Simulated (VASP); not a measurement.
# Si3As2 (Pm-3m) in VASP: single point with PBE

Aim: the single point of Si3As2 with PBE.

All numbers are computed with VASP 6.6.1; they aren't measurements. Logs are shortened: lines on timing, memory, paths and dates and some standing lists are left out, and cuts for length are marked.

## (1) The cell of the first run

Symmetry: Pm-3m, No. 221, cubic system. Conventional cell: a = 4.789 Å, b = 4.789 Å, c = 4.789 Å, α = 90.00°, β = 90.00°, γ = 90.00°. Si (site symmetry 4/mmm) has 2 As at 2.39 Å within 3.2 Å. Within 4.5 Å of As (site symmetry m-3m) lie 12 Si at 3.39 Å and 8 As at 4.15 Å. Within 3.2 Å of As (site symmetry m-3m) lie 6 Si at 2.39 Å.

The cell was generated, and may not be a known phase.

## (2) Single point, PBE

Contents of INCAR:

```
PREC = Accurate
ENCUT = 500
EDIFF = 1E-6
ISMEAR = 0
SIGMA = 0.2
LREAL = F
LASPH = T
NELM = 120
ALGO = Normal
ISIF = 2
LWAVE = F
LCHARG = F
GGA = PE
NBANDS = 33
GGA_COMPAT = F
```

Contents of KPOINTS:

```
regular mesh
0
Gamma
  3 3 3
```

Contents of POSCAR:

```
Si3As2
1.0
    0.0000000000      4.7894211271      4.7894211271
    4.7894211271      0.0000000000      4.7894211271
    4.7894211271      4.7894211271      0.0000000000
Si As
6 4
Direct
    0.7500040220      0.2499959780      0.2499959780
    0.2499959780      0.7500040220      0.7500040220
    0.2499959780      0.7500040220      0.2499959780
    0.7500040220      0.2499959780      0.7500040220
    0.2499959780      0.2499959780      0.7500040220
    0.7500040220      0.7500040220      0.2499959780
    0.2500000000      0.2500000000      0.2500000000
    0.7500000000      0.7500000000      0.7500000000
    0.5000000000      0.5000000000      0.5000000000
    0.0000000000      0.0000000000      0.0000000000
```

Potentials or basis: VASP PAW PBE potentials, release 64 (Si, As).

Run with:

```sh
> cat potpaw_PBE.64/Si/POTCAR potpaw_PBE.64/As/POTCAR > POTCAR
> mpirun -np 1 vasp_std > vasp.out
```

OUTCAR:

```text
PREC = Accurate
   ENCUT = 500
   EDIFF = 1E-6
   ISMEAR = 0
   LREAL = F
   LASPH = T
   NELM = 120
   ISIF = 2
   GGA = PE

 ion  position               nearest neighbor table
   1  0.750  0.250  0.250-  10 2.39   9 2.39
   2  0.250  0.750  0.750-  10 2.39   9 2.39
   3  0.250  0.750  0.250-  10 2.39   9 2.39
   4  0.750  0.250  0.750-  10 2.39   9 2.39
   5  0.250  0.250  0.750-  10 2.39   9 2.39
   6  0.750  0.750  0.250-  10 2.39   9 2.39
   7  0.250  0.250  0.250-
   8  0.750  0.750  0.750-
   9  0.500  0.500  0.500-   1 2.39   2 2.39   3 2.39   4 2.39   5 2.39   6 2.39
  10  0.000  0.000  0.000-   1 2.39   2 2.39   3 2.39   4 2.39   5 2.39   6 2.39

  LATTYP: Found a face centered cubic cell.
 ALAT       =     9.5788422542

  Lattice vectors:

 A1 = (   0.0000000000,   4.7894211271,   4.7894211271)
 A2 = (   4.7894211271,   0.0000000000,   4.7894211271)
 A3 = (   4.7894211271,   4.7894211271,   0.0000000000)

Analysis of symmetry for initial positions (statically):
=====================================================================
 Subroutine PRICEL returns following result:

  LATTYP: Found a simple cubic cell.
 ALAT       =     4.7894211271

  Lattice vectors:

 A1 = (  -4.7894211271,   0.0000000000,   0.0000000000)
 A2 = (   0.0000000000,   0.0000000000,   4.7894211271)
 A3 = (   0.0000000000,   4.7894211271,   0.0000000000)

   2 primitive cells build up your supercell.

 Routine SETGRP: Setting up the symmetry group for a
 face centered cubic supercell.

 Subroutine GETGRP returns: Found 48 space group operations
 (whereof 48 operations were pure point group operations)
 out of a pool of 48 trial point group operations.

The static configuration has the point symmetry O_h .

Analysis of symmetry for dynamics (positions and initial velocities):
=====================================================================
 Subroutine PRICEL returns following result:

  LATTYP: Found a simple cubic cell.
 ALAT       =     4.7894211271

  Lattice vectors:

 A1 = (  -4.7894211271,   0.0000000000,   0.0000000000)
 A2 = (   0.0000000000,   0.0000000000,   4.7894211271)
 A3 = (   0.0000000000,   4.7894211271,   0.0000000000)

   2 primitive cells build up your supercell.

 Routine SETGRP: Setting up the symmetry group for a
 face centered cubic supercell.

 Subroutine GETGRP returns: Found 48 space group operations
 (whereof 48 operations were pure point group operations)
 out of a pool of 48 trial point group operations.

The dynamic configuration has the point symmetry O_h .

 Subroutine INISYM returns: Found 48 space group operations
 (whereof 48 operations are pure point group operations),
 and found     2 'primitive' translations

----------------------------------------------------------------------------------------

                                     Primitive cell

  volume of cell :     109.8624

  direct lattice vectors                    reciprocal lattice vectors
    -4.789421127  0.000000000  0.000000000    -0.208793500  0.000000000  0.000000000
     0.000000000  0.000000000  4.789421127     0.000000000  0.000000000  0.208793500
     0.000000000  4.789421127  0.000000000     0.000000000  0.208793500  0.000000000

  length of vectors
     4.789421127  4.789421127  4.789421127     0.208793500  0.208793500  0.208793500

  position of ions in fractional coordinates (direct lattice)
     0.500008044  1.000000000  1.000000000
     0.000000000  1.000000000  0.500008044
     0.000000000  0.500008044  1.000000000
     0.500000000  0.500000000  0.500000000
     0.000000000  0.000000000  0.000000000

  ion indices of the primitive-cell ions
   primitive index   ion index
                 1           1
                 2           4
                 3           6
                 4           7
                 5          10

----------------------------------------------------------------------------------------

 KPOINTS: regular mesh

Automatic generation of k-mesh.
 Grid dimensions read from file:
 generate k-points for:    3    3    3

 Generating k-lattice:

  Cartesian coordinates                     Fractional coordinates (reciprocal lattice)
    -0.034798917  0.034798917  0.034798917     0.333333333  0.000000000  0.000000000
     0.034798917 -0.034798917  0.034798917     0.000000000  0.333333333  0.000000000
     0.034798917  0.034798917 -0.034798917     0.000000000  0.000000000  0.333333333

  Length of vectors
     0.060273492  0.060273492  0.060273492

  Shift w.r.t. Gamma in fractional coordinates (k-lattice)
     0.000000000  0.000000000  0.000000000

 Subroutine IBZKPT returns following result:
 ===========================================

 Found      4 irreducible k-points:

 Following reciprocal coordinates:
            Coordinates               Weight
  0.000000  0.000000  0.000000      1.000000
  0.333333  0.000000  0.000000      8.000000
  0.333333  0.333333  0.000000      6.000000
 -0.333333  0.333333  0.000000     12.000000
   k-points           NKPTS =      4   k-points in BZ     NKDIM =      4   number of bands    NBANDS=     33
   number of dos      NEDOS =    301   number of ions     NIONS =     10
   total plane-waves  NPLWV = 125000
   dimension x,y,z NGX =    50 NGY =   50 NGZ =   50
   dimension x,y,z NGXF=   100 NGYF=  100 NGZF=  100
   ions per type =               6   4
   NGX,Y,Z   is equivalent  to a cutoff of  12.27, 12.27, 12.27 a.u.
   NGXF,Y,Z  is equivalent  to a cutoff of  24.54, 24.54, 24.54 a.u.
 SYSTEM =  unknown system
   PREC   = accura    normal or accurate (medium, high low for compatibility)
   ISTART =      0    job   : 0-new  1-cont  2-samecut
   ICHARG =      2    charge: 1-file 2-atom 10-const
   ISPIN  =      1    spin polarized calculation?
   LNONCOLLINEAR =      F non collinear calculations
   LSORBIT =      F    spin-orbit coupling
   LASPH  =      T    aspherical Exc in radial PAW
   ENCUT  =  500.0 eV  36.75 Ry    6.06 a.u.  12.35 12.35 12.35*2*pi/ulx,y,z
   NELM   =    120;   NELMIN=  2; NELMDL= -5     # of ELM steps
   EDIFF  = 0.1E-05   stopping-criterion for ELM
   LREAL  =      F    real-space projection
   EDIFFG = 0.1E-04   stopping-criterion for IOM
   NSW    =      0    number of steps for IOM
   IBRION =     -1    ionic relax: 0-MD 1-quasi-New 2-CG
   NFREE  =      0    steps in history (QN), initial steepest desc. (CG)
   ISIF   =      2    stress and relaxation
   ISYM   =      2    0-nonsym 1-usesym 2-fastsym
   POTIM  = 0.5000    time-step for ionic-motion
   TEBEG  =    0.0;   TEEND  =   0.0 temperature during run
   PSTRESS=    0.0 pullay stress
   NELECT =      44.0000    total number of electrons
   NUPDOWN=      -1.0000    fix difference up-down
   EMIN   =  10.00;   EMAX   =-10.00  energy-range for DOS
   EFERMI =   0.00;   METHOD = LEGACY
   ISMEAR =     0;   SIGMA  =   0.20  broadening in eV -4-tet -1-fermi 0-gaus
   EFERMI_NEDOS =   21; number of points for ismear=-14 and -15
   IALGO  =     38    algorithm
   IMIX   =      4    mixing-type and parameters
     AMIX     =   0.40;   BMIX     =  1.00
     AMIX_MAG =   1.60;   BMIX_MAG =  1.00
  volume/ion in A,a.u.               =      21.97       148.28
  Fermi-wavevector in a.u.,A,eV,Ry     =   0.957781  1.809943 12.481218  0.917344
  Thomas-Fermi vector in A             =   2.086829
   LORBIT       =      0    0 simple, 1 ext, 2 COOP (PROOUT), +10 PAW based schemes
   GGA     = PE    functional components
   LHFCALC =     F    Hartree Fock is set to
   AEXX    =    0.0000 exact exchange contribution
   IVDW    =     0    specifies the selected vdW correction
   LEPSILON=     F    determine dielectric tensor
   LRPA    =     F    only Hartree local field effects (RPA)
 non-spin polarized calculation
 Gauss-broadening in eV      SIGMA  =   0.20
  energy-cutoff  :      500.00
  volume of cell :      219.72
 maximum number of plane-waves:      5601
 NGX is ok and might be reduce to    50
   NGX = 25   NGY = 25   NGZ = 25

 number of electron      43.9999997 magnetization

 Free energy of the ion-electron system (eV)
  ---------------------------------------------------
  ext. energy  EPLUGINS =         0.00000000
  ---------------------------------------------------
  free energy    TOTEN  =       -40.82937391 eV

  energy without entropy =      -40.74456985  energy(sigma->0) =      -40.78697188

 E-fermi :   5.1011     XC(G=0):  -9.6205

 val. band max:        5.0016092241   @ k =  -0.3333   0.3333   0.0000
 cond. band min:       5.2410143898   @ k =   0.3333   0.3333   0.0000
 fundamental gap:      0.2394051657
 Fermi energy:         5.1011196300

 k-point     1 :       0.0000    0.0000    0.0000
  band No.  band energies     occupation
      1      -8.9219      2.00000
      2      -7.7354      2.00000
      3      -4.9402      2.00000
      4      -4.7930      2.00000
      5      -3.4475      2.00000
      6      -3.4475      2.00000
[... 25 lines left out ...]
     32       8.8569      0.00000
     33       8.8590      0.00000

 k-point     2 :       0.3333    0.0000    0.0000
  band No.  band energies     occupation
      1      -8.6496      2.00000
      2      -8.0606      2.00000
      3      -5.0984      2.00000
      4      -4.9986      2.00000
      5      -3.2037      2.00000
      6      -3.2037      2.00000
[... 25 lines left out ...]
     32       8.4182      0.00000
     33       8.6750      0.00000

 k-point     3 :       0.3333    0.3333    0.0000
  band No.  band energies     occupation
      1      -8.6145      2.00000
      2      -8.0310      2.00000
      3      -5.3558      2.00000
      4      -4.9418      2.00000
      5      -3.6982      2.00000
      6      -3.6982      2.00000
[... 25 lines left out ...]
     32       7.6471      0.00000
     33       8.2919      0.00000

 k-point     4 :      -0.3333    0.3333    0.0000
  band No.  band energies     occupation
      1      -8.3339      2.00000
      2      -8.3215      2.00000
      3      -5.3678      2.00000
      4      -5.1926      2.00000
      5      -3.4337      2.00000
      6      -3.1874      2.00000
[... 25 lines left out ...]
     32       7.7150      0.00000
     33       8.1211      0.00000

------------------------ aborting loop because EDIFF is reached ----------------------------------------

  FORCE on cell =-STRESS in cart. coord.  units (eV):
  Direction    XX          YY          ZZ          XY          YZ          ZX
  --------------------------------------------------------------------------------------
  -------------------------------------------------------------------------------------
  Total        0.3386852      0.3386852      0.3386852      0.0000000     -0.0000000      0.0000000
  in kB        2.4696063      2.4696063      2.4696063      0.0000000     -0.0000000      0.0000000
  external PRESSURE =       2.4696063 kB  Pullay stress =       0.0000000 kB

 VOLUME and BASIS-vectors are now :
 -----------------------------------------------------------------------------
  energy-cutoff  :      500.00
  volume of cell :      219.72
      direct lattice vectors                 reciprocal lattice vectors
     0.000000000  4.789421127  4.789421127    -0.104396750  0.104396750  0.104396750
     4.789421127  0.000000000  4.789421127     0.104396750 -0.104396750  0.104396750
     4.789421127  4.789421127  0.000000000     0.104396750  0.104396750 -0.104396750

 POSITION                                       TOTAL-FORCE (eV/Angst)
 -----------------------------------------------------------------------------------
      2.39467      4.78942      4.78942         0.000000     -0.000000      0.000000
      7.18417      4.78942      4.78942        -0.000000     -0.000000      0.000000
      4.78942      2.39467      4.78942         0.000000      0.000000      0.000000
      4.78942      7.18417      4.78942         0.000000     -0.000000      0.000000
      4.78942      4.78942      2.39467         0.000000     -0.000000      0.000000
      4.78942      4.78942      7.18417         0.000000     -0.000000     -0.000000
      2.39471      2.39471      2.39471         0.000000     -0.000000      0.000000
      7.18413      7.18413      7.18413         0.000000     -0.000000      0.000000
      4.78942      4.78942      4.78942         0.000000     -0.000000      0.000000
      0.00000      0.00000      0.00000         0.000000     -0.000000      0.000000
 -----------------------------------------------------------------------------------
    total drift:                                0.000000     -0.000000     -0.000000

  FREE ENERGIE OF THE ION-ELECTRON SYSTEM (eV)
  ---------------------------------------------------
  free  energy   TOTEN  =       -40.8293739118 eV

  energy  without entropy=      -40.7445698498  energy(sigma->0) =      -40.78697188
```

It took 65 s on 1 thread of Intel Xeon 8259CL, shared host; peak memory 0.33 GiB.

Results:

```
Free energy            : -40.8294 eV
Pressure               : 0.2 GPa
Band gap on the k mesh : zero (bands 22 and 23 overlap by 1.64 eV)
```

Caveat: the k points lie up to 0.38 Å⁻¹ apart, too coarse for converged energies and pressures of a metal.

The gap in the log of VASP goes by the Fermi energy; the results here count the filled bands.